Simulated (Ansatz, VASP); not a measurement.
# SnTe3: VASP beside Ansatz

```
CELL_PARAMETERS angstrom
4.90282 0.00000 0.00000
0.00000 4.90282 0.00000
0.00000 0.00000 4.90282
ATOMIC_POSITIONS crystal
Sn 0.00000 0.00000 0.00000
Te 0.00000 0.50000 0.50000
Te 0.50000 0.00000 0.50000
Te 0.50000 0.50000 0.00000
```

Change from the starting cell: species swapped into the SmY3 type (Pm-3m, No. 221).

Alike in both runs: functional PBE; k mesh 4 × 4 × 4; occupations gaussian, width 0.1 eV; no spin polarisation.

Ansatz relaxed the structure, and its values are those at the end. VASP's run is a single point on that final structure, the one shown.

```csv
,VASP,Ansatz
version,VASP 6.6.1,Ansatz 0.2.0
potentials or method,"VASP PAW PBE potentials, release 64 (Sn_d, Te), cutoff 520 eV","scalar-relativistic, plane waves, PAW"
valence electrons in the cell,32,62
```

```tsv
	VASP	Ansatz	Ansatz less VASP
gap on the k mesh at the Fermi level (eV)	none	none	-
pressure (GPa)	-0.1	0.0	+0.06
```

A gap of «none» marks a metal or a gap that the smearing closes. The functional is the same, so the differences come from potentials, cutoffs and numerics. VASP's potentials hold 32 valence electrons a cell and Ansatz's 62, so a difference there can come from the potentials and not from the codes.

Spin-orbit coupling is off throughout.
